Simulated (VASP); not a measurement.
# LiMgZn3Cu4Si3 (P1) in VASP: notebook

Runs on LiMgZn3Cu4Si3. Level: PBE. Tasks: single point.

All numbers are computed with VASP 6.6.1; they aren't measurements. Logs are shortened: lines on timing, memory, paths and dates and some standing lists are left out, and cuts for length are marked.

**1. The cell of the first run**

The typed cell holds 12 atoms: a = 4.724 Å, b = 6.035 Å, c = 6.631 Å, α = 85.06°, β = 72.16°, γ = 72.31°.

**2. Single point, PBE**

Input file INCAR:

```
SYSTEM = LiMgZn3Cu4Si3
PREC = Accurate ; ENCUT = 520
EDIFF = 1E-6 ; ISMEAR = 0
SIGMA = 0.1 ; LREAL = .False.
LASPH = .True. ; NELM = 60
ALGO = Fast ; ISIF = 2
LWAVE = .False. ; LCHARG = .False.
GGA = PE ; NBANDS = 60
ISYM = 0
```

Input file KPOINTS:

```
Automatic mesh
0
Gamma
  3 2 2
  0 0.5 0.5
```

Input file POSCAR:

```
LiMgZn3Cu4Si3
1.0
    4.1163524970      2.3062139899     -0.2367719399
   -0.2173773993      4.5514955633      3.9568533743
    4.1561453472     -2.8125783124      4.3341981649
Li Mg Si Cu Zn
1 1 3 4 3
Direct
    0.5522419606      0.4533571460      0.7883573179
    0.0272864605      0.2666798508      0.9710287740
    0.0664682502      0.6216516983      0.6617394429
    0.9921557890      0.0529587560      0.6395287471
    0.4354473232      0.5734346684      0.1716054142
    0.0259730787      0.9615846067      0.2850066633
    0.5065866129      0.7759003037      0.4516260836
    0.9268012688      0.7020325607      0.0648507020
    0.4636231534      0.1968735662      0.5535906151
    0.5109057109      0.1183086242      0.1727573530
    0.9555405029      0.4041449872      0.3786411286
    0.5128447405      0.8871232491      0.8555121205
```

Potentials or basis: VASP PAW PBE potentials, release 64 (Li_sv, Mg, Si, Cu, Zn).

Run with:

```bash
cat potpaw_PBE.64/Li_sv/POTCAR potpaw_PBE.64/Mg/POTCAR potpaw_PBE.64/Si/POTCAR potpaw_PBE.64/Cu/POTCAR potpaw_PBE.64/Zn/POTCAR > POTCAR
mpirun -np 1 vasp_std > vasp.out
```

OUTCAR:

```text
SYSTEM = LiMgZn3Cu4Si3
   PREC = Accurate
   ENCUT = 520
   EDIFF = 1E-6
   ISMEAR = 0
   LREAL = .False.
   LASPH = .True.
   NELM = 60
   ISIF = 2
   GGA = PE
   ISYM = 0

 ion  position               nearest neighbor table
   1  0.552  0.453  0.788-   9 2.49   5 2.55   3 2.57  12 2.63   4 2.69   2 2.77  11 2.78   3 2.78
                             2 2.92
   2  0.027  0.267  0.971-   8 2.62   6 2.66  12 2.67   4 2.71  10 2.77   1 2.77  11 2.79   5 2.83
                             3 2.84  10 2.87   9 2.88   1 2.92
   3  0.066  0.622  0.662-   7 2.51   4 2.52   1 2.57   8 2.60  12 2.61  11 2.64   9 2.68   1 2.78
                             2 2.84
   4  0.992  0.053  0.640-   6 2.41   7 2.51   3 2.52   9 2.52   9 2.60  11 2.62   1 2.69  12 2.71
                             2 2.71  12 3.09
   5  0.435  0.573  0.172-   7 2.46   6 2.54   8 2.55   1 2.55   8 2.59  10 2.66  11 2.71  12 2.72
                             2 2.83  11 3.04
   6  0.026  0.962  0.285-   4 2.41   8 2.46   5 2.54  10 2.62  10 2.64   2 2.66  11 2.69   7 2.72
                             9 2.74
   7  0.507  0.776  0.452-   5 2.46   4 2.51   3 2.51  11 2.54   9 2.62  10 2.65   8 2.69   6 2.72
                            12 2.83
   8  0.927  0.702  0.065-   6 2.46   5 2.55   5 2.59   3 2.60   2 2.62  11 2.64  12 2.66  10 2.67
                             7 2.69
   9  0.464  0.197  0.554-   1 2.49   4 2.52  10 2.54   4 2.60   7 2.62  12 2.63   3 2.68   6 2.74
                            11 2.86   2 2.88  11 2.88
  10  0.511  0.118  0.173-   9 2.54   6 2.62  12 2.62   6 2.64   7 2.65   5 2.66   8 2.67  11 2.68
                             2 2.77   2 2.87
  11  0.956  0.404  0.379-   7 2.54   4 2.62   8 2.64   3 2.64  10 2.68   6 2.69   5 2.71   1 2.78
                             2 2.79   9 2.86   9 2.88   5 3.04
  12  0.513  0.887  0.856-   3 2.61  10 2.62   9 2.63   1 2.63   8 2.66   2 2.67   4 2.71   5 2.72
                             7 2.83   4 3.09

IMPORTANT INFORMATION: All symmetrisations will be switched off!
NOSYMM: (Re-)initialisation of all symmetry stuff for point group C_1.

----------------------------------------------------------------------------------------

                                     Primitive cell

  volume of cell :     171.4476

  direct lattice vectors                    reciprocal lattice vectors
     4.116352497  2.306213990 -0.236771940     0.179973581  0.101415310 -0.106768966
    -0.217377399  4.551495563  3.956853374    -0.054416902  0.109801145  0.123434336
     4.156145347 -2.812578312  4.334198165     0.059510984 -0.094701423  0.112202653

  length of vectors
     4.724303314  6.034902934  6.630943722     0.232540678  0.173935408  0.158427750

  position of ions in fractional coordinates (direct lattice)
     0.552241961  0.453357146  0.788357318
     0.027286461  0.266679851  0.971028774
     0.066468250  0.621651698  0.661739443
     0.992155789  0.052958756  0.639528747
     0.435447323  0.573434668  0.171605414
     0.025973079  0.961584607  0.285006663
     0.506586613  0.775900304  0.451626084
     0.926801269  0.702032561  0.064850702
     0.463623153  0.196873566  0.553590615
     0.510905711  0.118308624  0.172757353
     0.955540503  0.404144987  0.378641129
     0.512844741  0.887123249  0.855512121

  ion indices of the primitive-cell ions
   primitive index   ion index
                 1           1
                 2           2
                 3           3
                 4           4
                 5           5
                 6           6
                 7           7
                 8           8
                 9           9
                10          10
                11          11
                12          12

----------------------------------------------------------------------------------------

 KPOINTS: Automatic mesh

Automatic generation of k-mesh.
 Grid dimensions read from file:
 generate k-points for:    3    2    2

 Generating k-lattice:

  Cartesian coordinates                     Fractional coordinates (reciprocal lattice)
     0.059991194  0.033805103 -0.035589655     0.333333333  0.000000000  0.000000000
    -0.027208451  0.054900573  0.061717168     0.000000000  0.500000000  0.000000000
     0.029755492 -0.047350711  0.056101327     0.000000000  0.000000000  0.500000000

  Length of vectors
     0.077513559  0.086967704  0.079213875

  Shift w.r.t. Gamma in fractional coordinates (k-lattice)
     0.000000000  0.500000000  0.500000000

 Subroutine IBZKPT returns following result:
 ===========================================

 Found      6 irreducible k-points:

 Following reciprocal coordinates:
            Coordinates               Weight
 -0.000000  0.250000  0.250000      2.000000
  0.333333  0.250000  0.250000      2.000000
 -0.333333  0.250000  0.250000      2.000000
  0.000000 -0.250000  0.250000      2.000000
  0.333333 -0.250000  0.250000      2.000000
 -0.333333 -0.250000  0.250000      2.000000
   k-points           NKPTS =      6   k-points in BZ     NKDIM =      6   number of bands    NBANDS=     60
   number of dos      NEDOS =    301   number of ions     NIONS =     12
   total plane-waves  NPLWV =  86400
   dimension x,y,z NGX =    36 NGY =   48 NGZ =   50
   dimension x,y,z NGXF=    72 NGYF=   96 NGZF=  100
   ions per type =               1   1   3   4   3
   NGX,Y,Z   is equivalent  to a cutoff of  12.67, 13.22, 12.54 a.u.
   NGXF,Y,Z  is equivalent  to a cutoff of  25.34, 26.45, 25.07 a.u.
 SYSTEM =  LiMgZn3Cu4Si3
   PREC   = accura    normal or accurate (medium, high low for compatibility)
   ISTART =      0    job   : 0-new  1-cont  2-samecut
   ICHARG =      2    charge: 1-file 2-atom 10-const
   ISPIN  =      1    spin polarized calculation?
   LNONCOLLINEAR =      F non collinear calculations
   LSORBIT =      F    spin-orbit coupling
   LASPH  =      T    aspherical Exc in radial PAW
   ENCUT  =  520.0 eV  38.22 Ry    6.18 a.u.   8.78 11.22 12.33*2*pi/ulx,y,z
   NELM   =     60;   NELMIN=  2; NELMDL= -5     # of ELM steps
   EDIFF  = 0.1E-05   stopping-criterion for ELM
   LREAL  =      F    real-space projection
   EDIFFG = 0.1E-04   stopping-criterion for IOM
   NSW    =      0    number of steps for IOM
   IBRION =     -1    ionic relax: 0-MD 1-quasi-New 2-CG
   NFREE  =      0    steps in history (QN), initial steepest desc. (CG)
   ISIF   =      2    stress and relaxation
   ISYM   =      0    0-nonsym 1-usesym 2-fastsym
   POTIM  = 0.5000    time-step for ionic-motion
   TEBEG  =    0.0;   TEEND  =   0.0 temperature during run
   PSTRESS=    0.0 pullay stress
   NELECT =      97.0000    total number of electrons
   NUPDOWN=      -1.0000    fix difference up-down
   EMIN   =  10.00;   EMAX   =-10.00  energy-range for DOS
   EFERMI =   0.00;   METHOD = LEGACY
   ISMEAR =     0;   SIGMA  =   0.10  broadening in eV -4-tet -1-fermi 0-gaus
   EFERMI_NEDOS =   21; number of points for ismear=-14 and -15
   IALGO  =     68    algorithm
   IMIX   =      4    mixing-type and parameters
     AMIX     =   0.40;   BMIX     =  1.00
     AMIX_MAG =   1.60;   BMIX_MAG =  1.00
  volume/ion in A,a.u.               =      14.29        96.42
  Fermi-wavevector in a.u.,A,eV,Ry     =   1.354009  2.558706 24.944114  1.833341
  Thomas-Fermi vector in A             =   2.481217
   LORBIT       =      0    0 simple, 1 ext, 2 COOP (PROOUT), +10 PAW based schemes
   GGA     = PE    functional components
   LHFCALC =     F    Hartree Fock is set to
   AEXX    =    0.0000 exact exchange contribution
   IVDW    =     0    specifies the selected vdW correction
   LEPSILON=     F    determine dielectric tensor
   LRPA    =     F    only Hartree local field effects (RPA)
 non-spin polarized calculation
 RMM-DIIS sequential band-by-band and
 Gauss-broadening in eV      SIGMA  =   0.10
  energy-cutoff  :      520.00
  volume of cell :      171.45
 maximum number of plane-waves:      4624
   NGX = 17   NGY = 23   NGZ = 25

 number of electron      97.0000008 magnetization

 Free energy of the ion-electron system (eV)
  ---------------------------------------------------
  ext. energy  EPLUGINS =         0.00000000
  ---------------------------------------------------
  free energy    TOTEN  =       -37.93646874 eV

  energy without entropy =      -37.93622287  energy(sigma->0) =      -37.93634581

 E-fermi :   5.9961     XC(G=0): -11.1670

 val. band max:        5.7861878141   @ k =  -0.3333   0.2500   0.2500
 cond. band min:       6.2046438430   @ k =  -0.0000   0.2500   0.2500
 fundamental gap:      0.4184560290
 Fermi energy:         5.9961320429

 k-point     1 :      -0.0000    0.2500    0.2500
  band No.  band energies     occupation
      1     -40.0119      2.00000
      2      -4.8411      2.00000
      3      -3.3157      2.00000
      4      -2.5478      2.00000
      5      -1.7587      2.00000
      6      -1.6953      2.00000
[... 52 lines left out ...]
     59      10.2503      0.00000
     60      10.6304      0.00000

 k-point     2 :       0.3333    0.2500    0.2500
  band No.  band energies     occupation
      1     -40.0119      2.00000
      2      -4.6005      2.00000
      3      -2.8296      2.00000
      4      -2.2509      2.00000
      5      -1.7714      2.00000
      6      -1.6887      2.00000
[... 52 lines left out ...]
     59      10.4854      0.00000
     60      11.0869      0.00000

 k-point     3 :      -0.3333    0.2500    0.2500
  band No.  band energies     occupation
      1     -40.0119      2.00000
      2      -4.1314      2.00000
      3      -3.1991      2.00000
      4      -2.5035      2.00000
      5      -1.7665      2.00000
      6      -1.7062      2.00000
[... 52 lines left out ...]
     59      10.5043      0.00000
     60      11.0213      0.00000

 k-point     4 :       0.0000   -0.2500    0.2500
  band No.  band energies     occupation
      1     -40.0119      2.00000
      2      -4.8279      2.00000
      3      -3.4259      2.00000
      4      -2.3936      2.00000
      5      -1.7652      2.00000
      6      -1.7244      2.00000
[... 52 lines left out ...]
     59      10.3546      0.00000
     60      10.8339      0.00000

 k-point     5 :       0.3333   -0.2500    0.2500
  band No.  band energies     occupation
      1     -40.0119      2.00000
      2      -4.3347      2.00000
      3      -3.0748      2.00000
      4      -2.3606      2.00000
      5      -1.7900      2.00000
      6      -1.7042      2.00000
[... 52 lines left out ...]
     59      10.8117      0.00000
     60      11.4321      0.00000

 k-point     6 :      -0.3333   -0.2500    0.2500
  band No.  band energies     occupation
      1     -40.0119      2.00000
      2      -4.3138      2.00000
      3      -3.3051      2.00000
      4      -2.3560      2.00000
      5      -1.7742      2.00000
      6      -1.6891      2.00000
[... 52 lines left out ...]
     59      11.0036      0.00000
     60      11.8253      0.00000

------------------------ aborting loop because EDIFF is reached ----------------------------------------

  FORCE on cell =-STRESS in cart. coord.  units (eV):
  Direction    XX          YY          ZZ          XY          YZ          ZX
  --------------------------------------------------------------------------------------
  -------------------------------------------------------------------------------------
  Total        0.3167607      0.2648509      0.3394028      0.0938206      0.0432036      0.0220592
  in kB        2.9601277      2.4750305      3.1717178      0.8767533      0.4037370      0.2061432
  external PRESSURE =       2.8689587 kB  Pullay stress =       0.0000000 kB

 VOLUME and BASIS-vectors are now :
 -----------------------------------------------------------------------------
  energy-cutoff  :      520.00
  volume of cell :      171.45
      direct lattice vectors                 reciprocal lattice vectors
     4.116352497  2.306213990 -0.236771940     0.179973581  0.101415310 -0.106768966
    -0.217377399  4.551495563  3.956853374    -0.054416902  0.109801145  0.123434336
     4.156145347 -2.812578312  4.334198165     0.059510984 -0.094701423  0.112202653

 POSITION                                       TOTAL-FORCE (eV/Angst)
 -----------------------------------------------------------------------------------
      5.45120      1.11972      5.08001         0.010582      0.010584     -0.012510
      4.09009     -1.45437      5.25738        -0.000962     -0.001388      0.006070
      2.88876      1.12154      5.31216        -0.018285      0.002814     -0.005278
      6.73053      0.73044      2.74648         0.026778     -0.033962      0.013059
      2.38102      3.13157      2.90967        -0.000992     -0.023939     -0.009748
      1.08242      3.63494      5.03397         0.007819     -0.015416      0.003672
      3.79365      3.42957      4.90762         0.008135     -0.007844      0.018500
      3.93196      5.15030      2.83948        -0.011166      0.022092     -0.017045
      4.16644      0.40827      3.06860        -0.002189      0.000522      0.014537
      2.79536      1.23085      1.09593        -0.019987      0.026616     -0.020695
      5.41918      2.97819      3.01400         0.007447      0.009778      0.010794
      5.47384      2.81427      7.09675        -0.007180      0.010143     -0.001357
 -----------------------------------------------------------------------------------
    total drift:                               -0.001780     -0.000143      0.002338

  FREE ENERGIE OF THE ION-ELECTRON SYSTEM (eV)
  ---------------------------------------------------
  free  energy   TOTEN  =       -37.9364687416 eV

  energy  without entropy=      -37.9362228707  energy(sigma->0) =      -37.93634581
```

Wall time 1.9 min (1 thread of Intel Xeon 6975P-C (Granite Rapids), shared host); peak memory 0.31 GiB.

Results:

```
Free energy            : -37.9365 eV
Largest force          : 0.045 eV/Å
Band gap on the k mesh : zero (an odd number of electrons rules out a gap without spin polarisation)
```

Forces in eV/Å, atoms in the order of the input:
```
Li   0.011  0.011 -0.013
Mg  -0.001 -0.001  0.006
Si  -0.018  0.003 -0.005
Si   0.027 -0.034  0.013
Si  -0.001 -0.024 -0.010
Cu   0.008 -0.015  0.004
Cu   0.008 -0.008  0.018
Cu  -0.011  0.022 -0.017
Cu  -0.002  0.001  0.015
Zn  -0.020  0.027 -0.021
Zn   0.007  0.010  0.011
Zn  -0.007  0.010 -0.001
```

Levels at points of the mesh, in eV from the Fermi level:
```tsv
k point	band 45	band 46	band 47	band 48	band 49	band 50	band 51	band 52
(0.00, 0.25, 0.25)	-1.80	-1.13	-0.78	-0.64	-0.27	0.21	0.74	1.25
```

Caveat: the k points lie up to 0.55 Å⁻¹ apart, too coarse for converged energies and pressures of a metal; the cutoff is under 1.25 times the usual one of these potentials, so pressure, stress and relaxed cells hold a basis-set (Pulay) error.

**3. Single point, PBE**

This run uses another cell than the first one, of 14.86 Å³/atom.

Input file INCAR:

```
PREC = Accurate ; ENCUT = 520
EDIFF = 1E-6 ; ISMEAR = 0
SIGMA = 0.1 ; LREAL = False
LASPH = True ; NELM = 60
ALGO = Normal ; ISIF = 2
LWAVE = False ; LCHARG = True
GGA = PE ; LELF = True
LVHAR = True ; ISYM = 0
NBANDS = 60
```

KPOINTS is that of step 2.

Input file POSCAR:

```
LiMgZn3Cu4Si3
1.0
    4.0786506502      2.4168635834     -0.4559691140
   -0.5201269900      4.8922010709      4.2085029578
    3.7717770033     -2.7277552721      4.0257841077
Li Mg Si Cu Zn
1 1 3 4 3
Direct
    1.0847176007     -0.0585160141      0.8121300386
    0.5863938337      0.1390440533      0.1590932736
    0.0084672801      1.1325207956      0.4177797251
    0.8291748309      0.7163165859      0.1008029533
    0.6570690734      0.7789156443      0.7395318761
    0.4011129905      0.8333497914      0.4185568382
    0.6704975572      0.4581318971      0.3757684644
    0.3581187974      0.6271879498      0.0819973361
    0.4569387266      0.1475585498      0.6161887933
    0.1058920313      0.3260264938      1.0014203802
    0.1231574967      0.5297873853      0.4991087466
    0.7115817469      0.3671842584      0.7790210310
```

Potentials or basis: VASP PAW PBE potentials, release 64 (Li_sv, Mg, Si, Cu, Zn).

Run with:

```bash
cat potpaw_PBE.64/Li_sv/POTCAR potpaw_PBE.64/Mg/POTCAR potpaw_PBE.64/Si/POTCAR potpaw_PBE.64/Cu/POTCAR potpaw_PBE.64/Zn/POTCAR > POTCAR
mpirun -np 1 vasp_std > vasp.out
```

It took 66 s on 1 thread of Intel Xeon 6975P-C (Granite Rapids), shared host; peak memory 0.28 GiB.

It converged, with:

- Free energy: -38.5398 eV
- Largest force: 0.025 eV/Å
- Band gap on the k mesh: zero (an odd number of electrons rules out a gap without spin polarisation)

Forces on the atoms (eV/Å):
```
Li  -0.002  0.003  0.001
Mg   0.006  0.001 -0.002
Si  -0.019  0.010  0.000
Si  -0.013  0.011 -0.004
Si   0.023  0.003  0.011
Cu   0.009 -0.003 -0.004
Cu  -0.004 -0.002 -0.002
Cu  -0.008  0.006  0.002
Cu  -0.012 -0.002 -0.004
Zn   0.005 -0.008 -0.002
Zn   0.001 -0.003  0.004
Zn   0.014 -0.015  0.000
```

Levels at points of the mesh, in eV from the Fermi level:
| k point | band 44 | band 45 | band 46 | band 47 | band 48 | band 49 | band 50 | band 51 | band 52 | band 53 |
| --- | --- | --- | --- | --- | --- | --- | --- | --- | --- | --- |
| (0.00, 0.25, 0.25) | -1.92 | -1.73 | -1.28 | -0.99 | -0.60 | -0.08 | 0.67 | 1.51 | 1.73 | 2.23 |

Caveat: the k points lie up to 0.53 Å⁻¹ apart, too coarse for converged energies and pressures of a metal; the cutoff is under 1.25 times the usual one of these potentials, so pressure, stress and relaxed cells hold a basis-set (Pulay) error.

The gap in the log of VASP goes by the Fermi energy; the results here count the filled bands.